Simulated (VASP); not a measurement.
# TiAl3 (Pmm2) in VASP: further runs, part 2 of 2

VASP 6.6.1. The steps go on from the part before.

### Step 5. Single point, LDA

This run uses another cell than the first one, of 16.94 Å³/atom.

INCAR reads:

```
PREC = Accurate
ENCUT = 520
EDIFF = 1E-6
ISMEAR = -1
SIGMA = 0.05
LREAL = F
LASPH = T
NELM = 80
ALGO = Normal
ISIF = 2
LWAVE = F
LCHARG = T
LELF = T
LVHAR = T
NBANDS = 18
```

KPOINTS reads:

```
regular mesh
0
Gamma
  9 6 6
```

POSCAR reads:

```
TiAl3
1.0
    2.8770454564      0.0000000000      0.0000000000
    0.0000000000      4.7428666434      0.0000000000
    0.0000000000      0.0000000000      4.9652328430
Ti Al
1 3
Direct
    0.0000000000      0.5000000000      0.1659160000
    0.0000000000      0.0000000000      0.8359000000
    0.5000000000      0.0000000000      0.3309120000
    0.5000000000      0.5000000000      0.6672710000
```

Potentials or basis: VASP PAW LDA potentials, release 64 (Ti_sv, Al).

Command:

```bash
$ cat potpaw_LDA.64/Ti_sv/POTCAR potpaw_LDA.64/Al/POTCAR > POTCAR
$ mpirun -np 1 vasp_std > vasp.out
```

OUTCAR:

```text
PREC = Accurate
   ENCUT = 520
   EDIFF = 1E-6
   ISMEAR = -1
   LREAL = F
   LASPH = T
   NELM = 80
   ISIF = 2

 ion  position               nearest neighbor table
   1  0.000  0.500  0.166-   4 2.86   4 2.86   4 2.88   4 2.88   2 2.88   2 2.88   3 2.89   3 2.89
                             3 2.89   3 2.89
   2  0.000  0.000  0.836-   3 2.85   3 2.85   1 2.88   1 2.88   3 2.89   3 2.89   4 2.90   4 2.90
                             4 2.90   4 2.90
   3  0.500  0.000  0.331-   2 2.85   2 2.85   2 2.89   2 2.89   1 2.89   1 2.89   1 2.89   1 2.89
                             4 2.90   4 2.90
   4  0.500  0.500  0.667-   1 2.86   1 2.86   1 2.88   1 2.88   2 2.90   2 2.90   2 2.90   2 2.90
                             3 2.90   3 2.90

  LATTYP: Found a simple orthorhombic cell.
 ALAT       =     2.8770454564
 B/A-ratio  =     1.6485198845
 C/A-ratio  =     1.7258096607

  Lattice vectors:

 A1 = (   2.8770454564,   0.0000000000,   0.0000000000)
 A2 = (   0.0000000000,   4.7428666434,   0.0000000000)
 A3 = (   0.0000000000,   0.0000000000,   4.9652328430)

Analysis of symmetry for initial positions (statically):
=====================================================================
 Subroutine PRICEL returns:
 Original cell was already a primitive cell.

 Routine SETGRP: Setting up the symmetry group for a
 simple orthorhombic supercell.

 Subroutine GETGRP returns: Found  4 space group operations
 (whereof  4 operations were pure point group operations)
 out of a pool of  8 trial point group operations.

The static configuration has the point symmetry C_2v.

Analysis of symmetry for dynamics (positions and initial velocities):
=====================================================================
 Subroutine PRICEL returns:
 Original cell was already a primitive cell.

 Routine SETGRP: Setting up the symmetry group for a
 simple orthorhombic supercell.

 Subroutine GETGRP returns: Found  4 space group operations
 (whereof  4 operations were pure point group operations)
 out of a pool of  8 trial point group operations.

The dynamic configuration has the point symmetry C_2v.

 Subroutine INISYM returns: Found  4 space group operations
 (whereof  4 operations are pure point group operations),
 and found     1 'primitive' translations

----------------------------------------------------------------------------------------

                                     Primitive cell

  volume of cell :      67.7528

  direct lattice vectors                    reciprocal lattice vectors
     2.877045456  0.000000000  0.000000000     0.347578797  0.000000000  0.000000000
     0.000000000  4.742866643  0.000000000     0.000000000  0.210842951  0.000000000
     0.000000000  0.000000000  4.965232843     0.000000000  0.000000000  0.201400424

  length of vectors
     2.877045456  4.742866643  4.965232843     0.347578797  0.210842951  0.201400424

  position of ions in fractional coordinates (direct lattice)
     0.000000000  0.500000000  0.165916000
     0.000000000  0.000000000  0.835900000
     0.500000000  0.000000000  0.330912000
     0.500000000  0.500000000  0.667271000

  ion indices of the primitive-cell ions
   primitive index   ion index
                 1           1
                 2           2
                 3           3
                 4           4

----------------------------------------------------------------------------------------

 KPOINTS: regular mesh

Automatic generation of k-mesh.
 Grid dimensions read from file:
 generate k-points for:    9    6    6

 Generating k-lattice:

  Cartesian coordinates                     Fractional coordinates (reciprocal lattice)
     0.038619866  0.000000000  0.000000000     0.111111111  0.000000000  0.000000000
     0.000000000  0.035140492  0.000000000     0.000000000  0.166666667  0.000000000
     0.000000000  0.000000000  0.033566737     0.000000000  0.000000000  0.166666667

  Length of vectors
     0.038619866  0.035140492  0.033566737

  Shift w.r.t. Gamma in fractional coordinates (k-lattice)
     0.000000000  0.000000000  0.000000000

 Subroutine IBZKPT returns following result:
 ===========================================

 Found     80 irreducible k-points:

 Following reciprocal coordinates:
            Coordinates               Weight
  0.000000  0.000000  0.000000      1.000000
  0.111111  0.000000  0.000000      2.000000
  0.222222  0.000000  0.000000      2.000000
  0.333333  0.000000  0.000000      2.000000
  0.444444  0.000000  0.000000      2.000000
  0.000000  0.166667  0.000000      2.000000
[... 16 lines left out ...]
  0.222222  0.000000  0.166667      4.000000
  0.333333  0.000000  0.166667      4.000000
 [... further k-points ...]
   k-points           NKPTS =     80   k-points in BZ     NKDIM =     80   number of bands    NBANDS=     18
   number of dos      NEDOS =    301   number of ions     NIONS =      4
   total plane-waves  NPLWV =  34560
   dimension x,y,z NGX =    24 NGY =   36 NGZ =   40
   dimension x,y,z NGXF=    48 NGYF=   72 NGZF=   80
   ions per type =               1   3
   NGX,Y,Z   is equivalent  to a cutoff of  13.87, 12.62, 13.39 a.u.
   NGXF,Y,Z  is equivalent  to a cutoff of  27.74, 25.24, 26.79 a.u.
 SYSTEM =  unknown system
   PREC   = accura    normal or accurate (medium, high low for compatibility)
   ISTART =      0    job   : 0-new  1-cont  2-samecut
   ICHARG =      2    charge: 1-file 2-atom 10-const
   ISPIN  =      1    spin polarized calculation?
   LNONCOLLINEAR =      F non collinear calculations
   LSORBIT =      F    spin-orbit coupling
   LASPH  =      T    aspherical Exc in radial PAW
   ENCUT  =  520.0 eV  38.22 Ry    6.18 a.u.   5.35  8.82  9.23*2*pi/ulx,y,z
   NELM   =     80;   NELMIN=  2; NELMDL= -5     # of ELM steps
   EDIFF  = 0.1E-05   stopping-criterion for ELM
   LREAL  =      F    real-space projection
   EDIFFG = 0.1E-04   stopping-criterion for IOM
   NSW    =      0    number of steps for IOM
   IBRION =     -1    ionic relax: 0-MD 1-quasi-New 2-CG
   NFREE  =      0    steps in history (QN), initial steepest desc. (CG)
   ISIF   =      2    stress and relaxation
   ISYM   =      2    0-nonsym 1-usesym 2-fastsym
   POTIM  = 0.5000    time-step for ionic-motion
   TEBEG  =    0.0;   TEEND  =   0.0 temperature during run
   PSTRESS=    0.0 pullay stress
   NELECT =      21.0000    total number of electrons
   NUPDOWN=      -1.0000    fix difference up-down
   EMIN   =  10.00;   EMAX   =-10.00  energy-range for DOS
   EFERMI =   0.00;   METHOD = LEGACY
   ISMEAR =    -1;   SIGMA  =   0.05  broadening in eV -4-tet -1-fermi 0-gaus
   EFERMI_NEDOS =   21; number of points for ismear=-14 and -15
   IALGO  =     38    algorithm
   IMIX   =      4    mixing-type and parameters
     AMIX     =   0.40;   BMIX     =  1.00
     AMIX_MAG =   1.60;   BMIX_MAG =  1.00
  volume/ion in A,a.u.               =      16.94       114.30
  Fermi-wavevector in a.u.,A,eV,Ry     =   1.107913  2.093651 16.700748  1.227470
  Thomas-Fermi vector in A             =   2.244433
   LORBIT       =      0    0 simple, 1 ext, 2 COOP (PROOUT), +10 PAW based schemes
   GGA     = CA    functional components
   LHFCALC =     F    Hartree Fock is set to
   AEXX    =    0.0000 exact exchange contribution
   IVDW    =     0    specifies the selected vdW correction
   LEPSILON=     F    determine dielectric tensor
   LRPA    =     F    only Hartree local field effects (RPA)
 non-spin polarized calculation
  energy-cutoff  :      520.00
  volume of cell :       67.75
 maximum number of plane-waves:      1846
 NGX is ok and might be reduce to    24
   NGX = 11   NGY = 17   NGZ = 19

 number of electron      21.0000000 magnetization

 Free energy of the ion-electron system (eV)
  ---------------------------------------------------
  ext. energy  EPLUGINS =         0.00000000
  ---------------------------------------------------
  free energy    TOTEN  =       -21.97553408 eV

  energy without entropy =      -21.95267728  energy(sigma->0) =      -21.96410568

 E-fermi :   7.4352     XC(G=0): -10.6622

 val. band max:        7.4130908468   @ k =   0.0000   0.5000   0.5000
 cond. band min:       7.4384446370   @ k =   0.2222   0.5000   0.3333
 fundamental gap:      0.0253537902
 Fermi energy:         7.4351613459

 k-point     1 :       0.0000    0.0000    0.0000
  band No.  band energies     occupation
      1     -48.4626      2.00000
      2     -25.1654      2.00000
      3     -25.1615      2.00000
      4     -24.8261      2.00000
      5      -2.4198      2.00000
      6       2.4838      2.00000
[... 481 lines left out ...]
      5      -0.2899      2.00000
      6       3.3516      2.00000
[... 10 lines left out ...]
     17      11.2711      0.00000
     18      12.1309      0.00000

 [... further k-points ...]
[... 5 lines left out ...]
  --------------------------------------------------------------------------------------
  -------------------------------------------------------------------------------------
  Total       -4.2478094     -2.8919378     -3.1692683      0.0000000      0.0000000      0.0000000
  in kB     -100.4496310    -68.3867991    -74.9449426      0.0000000      0.0000000      0.0000000
  external PRESSURE =     -81.2604575 kB  Pullay stress =       0.0000000 kB

 VOLUME and BASIS-vectors are now :
 -----------------------------------------------------------------------------
  energy-cutoff  :      520.00
  volume of cell :       67.75
      direct lattice vectors                 reciprocal lattice vectors
     2.877045456  0.000000000  0.000000000     0.347578797  0.000000000  0.000000000
     0.000000000  4.742866643  0.000000000     0.000000000  0.210842951  0.000000000
     0.000000000  0.000000000  4.965232843     0.000000000  0.000000000  0.201400424

 POSITION                                       TOTAL-FORCE (eV/Angst)
 -----------------------------------------------------------------------------------
      0.00000      2.37143      0.82381         0.000000      0.000000     -0.069866
      0.00000      0.00000      4.15044         0.000000      0.000000      0.097629
      1.43852      0.00000      1.64306         0.000000      0.000000     -0.041758
      1.43852      2.37143      3.31316         0.000000      0.000000      0.013995
 -----------------------------------------------------------------------------------
    total drift:                                0.000000      0.000000      0.000226

  FREE ENERGIE OF THE ION-ELECTRON SYSTEM (eV)
  ---------------------------------------------------
  free  energy   TOTEN  =       -21.9755340827 eV

  energy  without entropy=      -21.9526772769  energy(sigma->0) =      -21.96410568
```

OSZICAR:

```text
N       E                     dE             d eps       ncg     rms          rms(c)
DAV:   1     0.126585214186E+03    0.12659E+03   -0.94828E+03  2880   0.107E+03
DAV:   2    -0.107382330999E+02   -0.13732E+03   -0.13420E+03  2910   0.290E+02
DAV:   3    -0.231827207325E+02   -0.12444E+02   -0.12213E+02  5104   0.709E+01
DAV:   4    -0.238241272759E+02   -0.64141E+00   -0.63936E+00  3554   0.141E+01
DAV:   5    -0.238511272264E+02   -0.27000E-01   -0.26993E-01  4320   0.274E+00    0.978E+00
DAV:   6    -0.235984575583E+02    0.25267E+00   -0.29853E+01  3906   0.337E+01    0.907E+00
DAV:   7    -0.220878170990E+02    0.15106E+01   -0.13630E+01  3810   0.226E+01    0.284E+00
DAV:   8    -0.219967045291E+02    0.91113E-01   -0.97865E-01  3524   0.743E+00    0.123E+00
DAV:   9    -0.219759120390E+02    0.20792E-01   -0.14077E-01  3518   0.299E+00    0.343E-01
DAV:  10    -0.219756913528E+02    0.22069E-03   -0.63911E-03  3766   0.633E-01    0.129E-01
DAV:  11    -0.219755272815E+02    0.16407E-03   -0.11804E-03  3372   0.260E-01    0.771E-02
DAV:  12    -0.219755339679E+02   -0.66864E-05   -0.11179E-04  3540   0.971E-02    0.119E-02
DAV:  13    -0.219755340827E+02   -0.11486E-06   -0.59186E-06  3884   0.215E-02
   1 F= -.21975534E+02 E0= -.21964106E+02  d E =-.228568E-01
```

stdout:

```text
POSCAR found type information on POSCAR TiAl
 POSCAR found :  2 types and       4 ions
 scaLAPACK will be used
 LDA part: xc-table for (Slater(with rela. corr.)+CA(PZ))
 , standard interpolation
 POSCAR, INCAR and KPOINTS ok, starting setup
 FFT: planning ... GRIDC
 FFT: planning ... GRID_SOFT
 FFT: planning ... GRID
 WAVECAR not read
 entering main loop
```

Run time: 38 s. Hardware: 1 thread of Intel Xeon 6975P-C (Granite Rapids), shared host; peak memory 0.22 GiB.

What came out:

* Free energy: -21.9755 eV
* Pressure: -8.1 GPa
* Largest force: 0.098 eV/Å
* Band gap on the k mesh: zero (an odd number of electrons rules out a gap without spin polarisation)

Forces in eV/Å, atoms in the order of the input:
```
Ti   0.000  0.000 -0.070
Al   0.000  0.000  0.098
Al   0.000  0.000 -0.042
Al   0.000  0.000  0.014
```

Stress tensor (GPa, compression positive):
```
-10.04   0.00   0.00
  0.00  -6.84   0.00
  0.00   0.00  -7.49
```

Levels at points of the mesh, in eV from the Fermi level:
| k point | band 8 | band 9 | band 10 | band 11 | band 12 | band 13 | band 14 | band 15 |
| --- | --- | --- | --- | --- | --- | --- | --- | --- |
| (0.00, 0.00, 0.00) | -3.32 | -2.58 | -0.71 | -0.35 | 2.19 | 2.26 | 2.58 | 2.77 |
| (0.00, 0.50, 0.00) | -3.04 | -1.93 | -1.40 | -0.13 | 2.11 | 2.20 | 2.49 | 2.96 |
| (0.00, 0.00, 0.50) | -2.25 | -2.04 | -0.96 | -0.27 | 2.09 | 2.16 | 2.27 | 3.14 |
| (0.00, 0.50, 0.50) | -4.62 | -0.14 | -0.02 | 0.72 | 2.12 | 2.14 | 3.64 | 4.79 |

Caveat: the cell stands under tension.

### Step 6. Single point, LDA

This run uses another cell than the first one, of 17.26 Å³/atom.

INCAR reads:

```
SYSTEM = TiAl3
PREC     = Accurate       ! precision mode
ENCUT    = 520            ! plane-wave cutoff, eV
EDIFF    = 1E-6           ! SCF threshold, eV
ISMEAR   = -1             ! smearing method
SIGMA    = 0.05           ! smearing width, eV
LREAL    = .False.        ! projectors in reciprocal space
LASPH    = .True.         ! aspherical terms in the spheres
NELM     = 80             ! most SCF steps
ALGO     = Fast           ! electronic algorithm
ISIF     = 2              ! what is computed and relaxed
LWAVE    = .False.        ! write WAVECAR
LCHARG   = .True.         ! write CHGCAR
LELF     = .True.         ! ELF
LVHAR    = .True.       
NBANDS   = 18             ! bands
```

KPOINTS reads:

```
regular mesh
0
Gamma
  9 6 6
  0 0 0
```

POSCAR reads:

```
TiAl3
1.0
    2.8953710807      0.0000000000      0.0000000000
    0.0000000000      4.7730767995      0.0000000000
    0.0000000000      0.0000000000      4.9968593826
Ti Al
1 3
Direct
    0.0000000000      0.5000000000      0.1659160000
    0.0000000000      0.0000000000      0.8359000000
    0.5000000000      0.0000000000      0.3309120000
    0.5000000000      0.5000000000      0.6672710000
```

Potentials or basis: VASP PAW LDA potentials, release 64 (Ti_sv, Al).

Command:

```bash
$ cat potpaw_LDA.64/Ti_sv/POTCAR potpaw_LDA.64/Al/POTCAR > POTCAR
$ mpirun -np 1 vasp_std > vasp.out
```

Wall time 87 s (1 thread of Intel Xeon 6975P-C (Granite Rapids), shared host); peak memory 0.22 GiB.

The run converged. Its results:

- Free energy: -21.9041 eV
- Pressure: -9.5 GPa
- Largest force: 0.103 eV/Å
- Band gap on the k mesh: zero (an odd number of electrons rules out a gap without spin polarisation)

Forces on the atoms (eV/Å):
```
Ti   0.000  0.000 -0.076
Al   0.000  0.000  0.103
Al   0.000  0.000 -0.050
Al   0.000  0.000  0.022
```

Stress tensor (GPa, compression positive):
```
-11.33   0.00   0.00
  0.00  -8.17   0.00
  0.00   0.00  -8.92
```

Levels at points of the mesh, in eV from the Fermi level:
```csv
k point,band 8,band 9,band 10,band 11,band 12,band 13,band 14,band 15
"(0.00, 0.00, 0.00)",-3.27,-2.56,-0.69,-0.34,2.14,2.21,2.52,2.74
"(0.00, 0.50, 0.00)",-3.01,-1.92,-1.38,-0.13,2.06,2.15,2.43,2.89
"(0.00, 0.00, 0.50)",-2.26,-2.02,-0.96,-0.26,2.04,2.12,2.22,3.08
"(0.00, 0.50, 0.50)",-4.58,-0.14,-0.02,0.71,2.07,2.08,3.60,4.71
```

Caveat: the cell stands under tension.

### Step 7. Overview

```tsv
cell	gap on the mesh (eV)	pressure (GPa)	largest force (eV/Å)
a = 2.801, b = 4.618, c = 4.835 Å, 4 atoms	none	-1.1	0.07
a = 2.821, b = 4.650, c = 4.868 Å, 4 atoms	none	-3.1	0.08
a = 2.840, b = 4.681, c = 4.901 Å, 4 atoms	none	-5.0	0.08
a = 2.877, b = 4.743, c = 4.965 Å, 4 atoms	none	-8.1	0.10
a = 2.895, b = 4.773, c = 4.997 Å, 4 atoms	none	-9.5	0.10
```

Alike in all rows: task single point; level LDA; potentials or basis VASP PAW LDA potentials, release 64 (Ti_sv, Al); no spin polarisation; k mesh 9 × 6 × 6; cutoff (eV) 520; smearing fermi-dirac 0.05 eV.

Caveats: the cell stands under tension (at least some runs).

Absolute energies hang on the potentials; compare differences alone.
